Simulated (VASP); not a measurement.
Input of a VASP 6.6.1 run:

Contents of INCAR:

```
PREC     = Accurate       # precision mode
ENCUT    = 520            # plane-wave cutoff, eV
EDIFF    = 1E-7           # SCF threshold, eV
ISMEAR   = -1             # smearing method
SIGMA    = 0.05           # smearing width, eV
LREAL    = F              # projectors in reciprocal space
LASPH    = T              # aspherical terms in the spheres
NELM     = 80             # most SCF steps
ALGO     = Normal         # electronic algorithm
ISIF     = 2              # what is computed and relaxed
LWAVE    = F              # write WAVECAR
LCHARG   = F              # write CHGCAR
GGA      = PE             # functional
NBANDS   = 22             # bands
```

File KPOINTS:

```
Automatic mesh
0
Gamma
  9 9 4
```

Contents of POSCAR:

```
F
1.0
    2.7315430680     -1.6289929569      0.0000000000
    2.7315430680      1.6289929569      0.0000000000
   -1.5257028650      0.0000000000      7.0722297455
F
4
Direct
    0.4950000000      0.4950000000      0.4000000000
    0.5050000000      0.5050000000      0.6000000000
    0.9496000000      0.9496000000      0.9004000000
    0.0504000000      0.0504000000      0.0996000000
```

Potentials or basis: VASP PAW PBE potentials, release 64 (F).

Run with:

```bash
$ cat potpaw_PBE.64/F/POTCAR > POTCAR
$ mpirun -np 1 vasp_std > vasp.out
```

Task: What does it give for the largest force?

Result: 0.295 eV/Å.

Task: What does it give for the pressure?

Result: -0.1 GPa.

Forces in eV/Å, atoms in the order of the input:
```
F   -0.056  0.000  0.289
F    0.056  0.000 -0.289
F    0.008  0.000  0.106
F   -0.008  0.000 -0.106
```
